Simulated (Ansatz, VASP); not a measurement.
# K: VASP beside Ansatz

```
K
1.0
     0.00000    3.32386    3.32386
     3.32386    0.00000    3.32386
     3.32386    3.32386    0.00000
K
1
Direct
  0.00000 0.00000 0.00000
```

Alike in both runs: functional PBE; k mesh 6 × 6 × 6; occupations gaussian, width 0.1 eV; no spin polarisation.

Ansatz relaxed the structure, and its values are those at the end. VASP's run is a single point on that final structure, the one shown.

```csv
,VASP,Ansatz
version,VASP 6.6.1,Ansatz 0.2.0
potentials or method,"VASP PAW PBE potentials, release 64 (K_sv), cutoff 500 eV","scalar-relativistic, plane waves, PAW"
valence electrons in the cell,9,9
```

|  | VASP | Ansatz | Ansatz less VASP |
| --- | --- | --- | --- |
| gap on the k mesh at the Fermi level (eV) | none | none | - |
| pressure (GPa) | 0.0 | 0.0 | +0.01 |

A gap of «none» marks a metal or a gap that the smearing closes.
